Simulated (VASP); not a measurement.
# Co (I4/mmm) in VASP: further runs, part 2 of 2

VASP 6.6.1. Earlier steps stand in the parts before.

## 4. Single point, PBEsol, collinear spin, ferromagnetic start (9.49 Å³/atom)

This run uses another cell than the first one, of 9.49 Å³/atom.

The input, INCAR:

```
SYSTEM = Co
PREC     = Accurate       ! precision mode
ENCUT    = 520            ! plane-wave cutoff, eV
EDIFF    = 1E-6           ! SCF threshold, eV
ISMEAR   = -1             ! smearing method
SIGMA    = 0.05           ! smearing width, eV
LREAL    = .FALSE.        ! projectors in reciprocal space
LASPH    = .TRUE.         ! aspherical terms in the spheres
NELM     = 150            ! most SCF steps
ALGO     = Normal         ! electronic algorithm
ISIF     = 2              ! what is computed and relaxed
LWAVE    = .FALSE.        ! write WAVECAR
LCHARG   = .FALSE.        ! write CHGCAR
ISPIN    = 2              ! spin polarisation
MAGMOM   = 1.619 1.619    ! initial moments
LORBIT   = 11             ! projections on sites
LMAXMIX  = 4              ! l up to which the mixer works
GGA      = PS             ! functional
NBANDS   = 20             ! bands
```

The input, KPOINTS:

```
Automatic mesh
0
G
  15 15 10
  0 0 0
```

The input, POSCAR:

```
Co
1.0
    2.3763601143      0.0000000000      0.0000000000
    0.0000000000      2.3763601143      0.0000000000
    0.0000000000      0.0000000000      3.3596362303
Co
2
Direct
    0.0000000000      0.0000000000      0.0000000000
    0.5000000000      0.5000000000      0.5000000000
```

Potentials or basis: VASP PAW PBE potentials, release 64 (Co).

On the command line:

```console
> cat potpaw_PBE.64/Co/POTCAR > POTCAR
> mpirun -np 1 vasp_std > vasp.out
```

OUTCAR:

```text
SYSTEM = Co
   PREC = Accurate
   ENCUT = 520
   EDIFF = 1E-6
   ISMEAR = -1
   LREAL = .FALSE.
   LASPH = .TRUE.
   NELM = 150
   ISIF = 2
   ISPIN = 2
   LORBIT = 11
   GGA = PS

 ion  position               nearest neighbor table
   1  0.000  0.000  0.000-   2 2.38   2 2.38   2 2.38   2 2.38   2 2.38   2 2.38   2 2.38   2 2.38

   2  0.500  0.500  0.500-   1 2.38   1 2.38   1 2.38   1 2.38   1 2.38   1 2.38   1 2.38   1 2.38

  LATTYP: Found a simple tetragonal cell.
 ALAT       =     2.3763601143
 C/A-ratio  =     1.4137740362

  Lattice vectors:

 A1 = (   2.3763601143,   0.0000000000,   0.0000000000)
 A2 = (   0.0000000000,   2.3763601143,   0.0000000000)
 A3 = (   0.0000000000,   0.0000000000,   3.3596362303)

Analysis of symmetry for initial positions (statically):
=====================================================================
 Subroutine PRICEL returns following result:

  LATTYP: Found a body centered tetragonal cell.
 ALAT       =     2.3763601143
 C/A-ratio  =     1.4137740362
[... 12 lines left out ...]
 Subroutine GETGRP returns: Found 16 space group operations
[... 765 lines left out ...]
  band No.  band energies     occupation
      1       2.4177      1.00000
      2       7.2006      1.00000
      3       8.0579      1.00000
      4      10.7680      1.00000
      5      10.7680      1.00000
      6      10.7700      1.00000
[... 541 lines left out ...]
     19      37.1754      0.00000
     20      42.9891      0.00000

 [... further k-points ...]
[... 5 lines left out ...]
  --------------------------------------------------------------------------------------
  -------------------------------------------------------------------------------------
  Total        3.1797581      3.1797581      3.1830082      0.0000000      0.0000000      0.0000000
  in kB      268.5269635    268.5269635    268.8014281      0.0000000      0.0000000      0.0000000
  external PRESSURE =     268.6184517 kB  Pullay stress =       0.0000000 kB

 VOLUME and BASIS-vectors are now :
 -----------------------------------------------------------------------------
  energy-cutoff  :      520.00
  volume of cell :       18.97
      direct lattice vectors                 reciprocal lattice vectors
     2.376360114  0.000000000  0.000000000     0.420811641  0.000000000  0.000000000
     0.000000000  2.376360114  0.000000000     0.000000000  0.420811641  0.000000000
     0.000000000  0.000000000  3.359636230     0.000000000  0.000000000  0.297651273

 POSITION                                       TOTAL-FORCE (eV/Angst)
 -----------------------------------------------------------------------------------
      0.00000      0.00000      0.00000        -0.000000     -0.000000      0.000000
      1.18818      1.18818      1.67982         0.000000      0.000000     -0.000000
 -----------------------------------------------------------------------------------
    total drift:                                0.000000     -0.000000     -0.000000

  FREE ENERGIE OF THE ION-ELECTRON SYSTEM (eV)
  ---------------------------------------------------
  free  energy   TOTEN  =       -15.2998928537 eV

  energy  without entropy=      -15.2800749827  energy(sigma->0) =      -15.28998392

 total charge

# of ion       s       p       d       tot
------------------------------------------
    1        0.552   0.656   7.362   8.570
    2        0.552   0.656   7.362   8.570
--------------------------------------------------
tot          1.104   1.311  14.724  17.140

 magnetization (x)

# of ion       s       p       d       tot
------------------------------------------
    1       -0.014  -0.045   1.573   1.513
    2       -0.014  -0.045   1.573   1.513
--------------------------------------------------
tot         -0.028  -0.091   3.146   3.027
```

stdout:

```text
POSCAR found type information on POSCAR Co
 POSCAR found :  1 types and       2 ions
 scaLAPACK will be used
 -----------------------------------------------------------------------------
|                                                                             |
|                                                                             |
|     You enforced a specific xc type in the INCAR file but a different       |
|     I HOPE YOU KNOW WHAT YOU ARE DOING!                                     |
|                                                                             |
 -----------------------------------------------------------------------------

 LDA part: xc-table for (Slater+PW92), standard interpolation
 POSCAR, INCAR and KPOINTS ok, starting setup
 FFT: planning ... GRIDC
 FFT: planning ... GRID_SOFT
 FFT: planning ... GRID
 WAVECAR not read
 entering main loop
```

Run time: 2.1 min. Hardware: 1 thread of Intel Xeon Platinum 8259CL at 2.50GHz (Skylake/Cascade Lake), shared host; peak memory 0.22 GiB.

Results:

```
Free energy                                           : -15.2999 eV
Pressure                                              : 26.9 GPa
Net moment                                            : 3.05 μB per cell
Site moments                                          : Co +1.51 μB
Valence electrons inside the program's atomic spheres : Co 8.57
```

Levels at points of the mesh, in eV from the Fermi level:
Spin up:
| k point | band 9 | band 10 | band 11 | band 12 | band 13 | band 14 |
| --- | --- | --- | --- | --- | --- | --- |
| (0.00, 0.00, 0.00) | -0.52 | -0.14 | -0.14 | 2.77 | 11.09 | 16.30 |
| (0.00, 0.00, 0.50) | -1.73 | -1.73 | -1.02 | -1.02 | 21.40 | 21.40 |
Spin down:
| k point | band 5 | band 6 | band 7 | band 8 | band 9 | band 10 | band 11 | band 12 |
| --- | --- | --- | --- | --- | --- | --- | --- | --- |
| (0.00, 0.00, 0.00) | -1.40 | -1.40 | 0.28 | 0.28 | 1.35 | 1.59 | 1.59 | 2.90 |
| (0.00, 0.00, 0.50) | -0.81 | -0.81 | -0.17 | -0.17 | -0.17 | -0.17 | 0.80 | 0.80 |

Caveat: the cell stands under pressure; the PAW data sets were made with another functional, which shifts forces and pressure a little.

## 5. Single point, PBEsol, collinear spin, ferromagnetic start (9.88 Å³/atom)

This run uses another cell than the first one, of 9.88 Å³/atom.

The input, INCAR:

```
SYSTEM = Co
PREC = Accurate
ENCUT = 520
EDIFF = 1E-7
ISMEAR = -1
SIGMA = 0.05
LREAL = .False.
LASPH = .True.
NELM = 150
ALGO = Normal
ISIF = 2
LWAVE = .False.
LCHARG = .True.
ISPIN = 2
MAGMOM = 1.619 1.619
LORBIT = 11
LMAXMIX = 4
GGA = PS
LELF = .True.
LVHAR = .True.
NBANDS = 20
```

The input, KPOINTS:

```
Automatic mesh
0
Gamma
  15 15 10
  0 0 0
```

The input, POSCAR:

```
Co
1.0
    2.4089170383      0.0000000000      0.0000000000
    0.0000000000      2.4089170383      0.0000000000
    0.0000000000      0.0000000000      3.4056643641
Co
2
Direct
    0.0000000000      0.0000000000      0.0000000000
    0.5000000000      0.5000000000      0.5000000000
```

Potentials or basis: VASP PAW PBE potentials, release 64 (Co).

On the command line:

```console
> cat potpaw_PBE.64/Co/POTCAR > POTCAR
> mpirun -np 1 vasp_std > vasp.out
```

OUTCAR:

```text
SYSTEM = Co
   PREC = Accurate
   ENCUT = 520
   EDIFF = 1E-7
   ISMEAR = -1
   LREAL = .False.
   LASPH = .True.
   NELM = 150
   ISIF = 2
   ISPIN = 2
   LORBIT = 11
   GGA = PS

 ion  position               nearest neighbor table
   1  0.000  0.000  0.000-   2 2.41   2 2.41   2 2.41   2 2.41   2 2.41   2 2.41   2 2.41   2 2.41

   2  0.500  0.500  0.500-   1 2.41   1 2.41   1 2.41   1 2.41   1 2.41   1 2.41   1 2.41   1 2.41

  LATTYP: Found a simple tetragonal cell.
 ALAT       =     2.4089170383
 C/A-ratio  =     1.4137740362

  Lattice vectors:

 A1 = (   2.4089170383,   0.0000000000,   0.0000000000)
 A2 = (   0.0000000000,   2.4089170383,   0.0000000000)
 A3 = (   0.0000000000,   0.0000000000,   3.4056643641)

Analysis of symmetry for initial positions (statically):
=====================================================================
 Subroutine PRICEL returns following result:

  LATTYP: Found a body centered tetragonal cell.
 ALAT       =     2.4089170383
 C/A-ratio  =     1.4137740362
[... 12 lines left out ...]
 Subroutine GETGRP returns: Found 16 space group operations
 (whereof 16 operations were pure point group operations)
 out of a pool of 16 trial point group operations.

The static configuration has the point symmetry D_4h.

Analysis of symmetry for dynamics (positions and initial velocities):
=====================================================================
 Subroutine PRICEL returns following result:

  LATTYP: Found a body centered tetragonal cell.
 ALAT       =     2.4089170383
 C/A-ratio  =     1.4137740362
[... 12 lines left out ...]
 Subroutine GETGRP returns: Found 16 space group operations
 (whereof 16 operations were pure point group operations)
 out of a pool of 16 trial point group operations.

The dynamic configuration has the point symmetry D_4h.

Analysis of structural, dynamic, and magnetic symmetry:
=====================================================================
 Subroutine PRICEL returns following result:

  LATTYP: Found a body centered tetragonal cell.
 ALAT       =     2.4089170383
[... 151 lines left out ...]
   NGX =  9   NGY =  9   NGZ = 13

 number of electron      17.9999999 magnetization       3.1543897

 Free energy of the ion-electron system (eV)
  ---------------------------------------------------
  ext. energy  EPLUGINS =         0.00000000
  ---------------------------------------------------
  free energy    TOTEN  =       -15.39882747 eV

  energy without entropy =      -15.37962156  energy(sigma->0) =      -15.38922452

 E-fermi :  11.5293     XC(G=0): -14.1420

 val. band max:       11.5226773204   @ k =   0.2000   0.0000   0.0000
 cond. band min:      11.5321046772   @ k =   0.2000   0.2000   0.5000
 fundamental gap:      0.0094273568
 Fermi energy:        11.5292609763

 spin component 1

 k-point     1 :       0.0000    0.0000    0.0000
  band No.  band energies     occupation
      1       1.9084      1.00000
      2       5.7414      1.00000
      3       6.4349      1.00000
      4       8.6987      1.00000
      5       8.6987      1.00000
      6       8.6987      1.00000
[... 541 lines left out ...]
     19      35.6239      0.00000
     20      40.6914      0.00000

 [... further k-points ...]

 spin component 2

 k-point     1 :       0.0000    0.0000    0.0000
  band No.  band energies     occupation
      1       2.0140      1.00000
      2       6.8432      1.00000
      3       7.6646      1.00000
      4      10.2238      1.00000
      5      10.2238      1.00000
      6      10.2315      1.00000
[... 541 lines left out ...]
     19      35.9133      0.00000
     20      41.2978      0.00000

 [... further k-points ...]
[... 5 lines left out ...]
  --------------------------------------------------------------------------------------
  -------------------------------------------------------------------------------------
  Total        1.6988866      1.6988866      1.6575026      0.0000000      0.0000000      0.0000000
  in kB      137.7302798    137.7302798    134.3752472      0.0000000      0.0000000      0.0000000
  external PRESSURE =     136.6119356 kB  Pullay stress =       0.0000000 kB

 VOLUME and BASIS-vectors are now :
 -----------------------------------------------------------------------------
  energy-cutoff  :      520.00
  volume of cell :       19.76
      direct lattice vectors                 reciprocal lattice vectors
     2.408917038  0.000000000  0.000000000     0.415124300  0.000000000  0.000000000
     0.000000000  2.408917038  0.000000000     0.000000000  0.415124300  0.000000000
     0.000000000  0.000000000  3.405664364     0.000000000  0.000000000  0.293628465

 POSITION                                       TOTAL-FORCE (eV/Angst)
 -----------------------------------------------------------------------------------
      0.00000      0.00000      0.00000         0.000000      0.000000      0.000000
      1.20446      1.20446      1.70283        -0.000000     -0.000000     -0.000000
 -----------------------------------------------------------------------------------
    total drift:                                0.000000     -0.000000     -0.000000

  FREE ENERGIE OF THE ION-ELECTRON SYSTEM (eV)
  ---------------------------------------------------
  free  energy   TOTEN  =       -15.3988274735 eV

  energy  without entropy=      -15.3796215583  energy(sigma->0) =      -15.38922452

 total charge

# of ion       s       p       d       tot
------------------------------------------
    1        0.533   0.615   7.323   8.470
    2        0.533   0.615   7.323   8.470
--------------------------------------------------
tot          1.065   1.229  14.646  16.941

 magnetization (x)

# of ion       s       p       d       tot
------------------------------------------
    1       -0.013  -0.045   1.632   1.573
    2       -0.013  -0.045   1.632   1.573
--------------------------------------------------
tot         -0.027  -0.090   3.263   3.146
```

OSZICAR:

```text
N       E                     dE             d eps       ncg     rms          rms(c)
DAV:   1     0.845512487498E+02    0.84551E+02   -0.74543E+03 18608   0.117E+03
DAV:   2    -0.130829549266E+02   -0.97634E+02   -0.88046E+02 17796   0.221E+02
DAV:   3    -0.178130880959E+02   -0.47301E+01   -0.45150E+01 19312   0.578E+01
DAV:   4    -0.178931335244E+02   -0.80045E-01   -0.79949E-01 21016   0.661E+00
DAV:   5    -0.178956544451E+02   -0.25209E-02   -0.25207E-02 20468   0.108E+00    0.172E+01
DAV:   6    -0.157131707557E+02    0.21825E+01   -0.74354E+00 19428   0.577E+01    0.678E+00
DAV:   7    -0.154217005913E+02    0.29147E+00   -0.98132E-01 20716   0.191E+01    0.394E+00
DAV:   8    -0.154141967583E+02    0.75038E-02   -0.18451E-02 24652   0.147E+00    0.228E+00
DAV:   9    -0.153945247972E+02    0.19672E-01   -0.39669E-03 24816   0.971E-01    0.948E-01
DAV:  10    -0.153964605136E+02   -0.19357E-02   -0.37854E-04 22712   0.243E-01    0.732E-01
DAV:  11    -0.153988237604E+02   -0.23632E-02   -0.76952E-04 24740   0.550E-01    0.705E-02
DAV:  12    -0.153988251035E+02   -0.13431E-05   -0.72607E-05 19572   0.702E-02    0.297E-02
DAV:  13    -0.153988254781E+02   -0.37463E-06   -0.19797E-06 22052   0.148E-02    0.148E-02
DAV:  14    -0.153988272500E+02   -0.17719E-05   -0.71707E-07 20536   0.100E-02    0.844E-03
DAV:  15    -0.153988274362E+02   -0.18620E-06   -0.13392E-07 13112   0.669E-03    0.847E-04
DAV:  16    -0.153988274735E+02   -0.37314E-07   -0.30888E-08  9860   0.163E-03
   1 F= -.15398827E+02 E0= -.15389225E+02  d E =-.192059E-01  mag=     3.1544
```

stdout:

```text
POSCAR found type information on POSCAR Co
 POSCAR found :  1 types and       2 ions
 scaLAPACK will be used
 -----------------------------------------------------------------------------
|                                                                             |
|                                                                             |
|     You enforced a specific xc type in the INCAR file but a different       |
|     I HOPE YOU KNOW WHAT YOU ARE DOING!                                     |
|                                                                             |
 -----------------------------------------------------------------------------

 LDA part: xc-table for (Slater+PW92), standard interpolation
 POSCAR, INCAR and KPOINTS ok, starting setup
 FFT: planning ... GRIDC
 FFT: planning ... GRID_SOFT
 FFT: planning ... GRID
 WAVECAR not read
 entering main loop
```

Wall time 2.4 min (1 thread of Intel Xeon Platinum 8259CL at 2.50GHz (Skylake/Cascade Lake), shared host); peak memory 0.22 GiB.

What came out:

```
Free energy                                           : -15.3988 eV
Pressure                                              : 13.7 GPa
Net moment                                            : 3.15 μB per cell
Site moments                                          : Co +1.57 μB
Valence electrons inside the program's atomic spheres : Co 8.47
```

Caveat: the cell stands under pressure; the PAW data sets were made with another functional, which shifts forces and pressure a little.

## 6. Overview

```tsv
cell	gap on the mesh (eV)	pressure (GPa)	moment (μB)
a = 2.308, b = 2.308, c = 3.264 Å, 2 atoms	none	56.4	2.03
a = 2.343, b = 2.343, c = 3.312 Å, 2 atoms	none	42.9	2.89
a = 2.376, b = 2.376, c = 3.360 Å, 2 atoms	none	26.9	3.05
a = 2.409, b = 2.409, c = 3.406 Å, 2 atoms	none	13.7	3.15
```

Alike in all rows: task single point; level PBEsol; potentials or basis VASP PAW PBE potentials, release 64 (Co); spin collinear, ferromagnetic start; k mesh 15 × 15 × 10; cutoff (eV) 520; smearing fermi-dirac 0.05 eV.

Caveats: the cell stands under pressure; the PAW data sets were made with another functional, which shifts forces and pressure a little.

Total energies depend on the potentials used, so only differences within one code and one set of settings carry meaning.
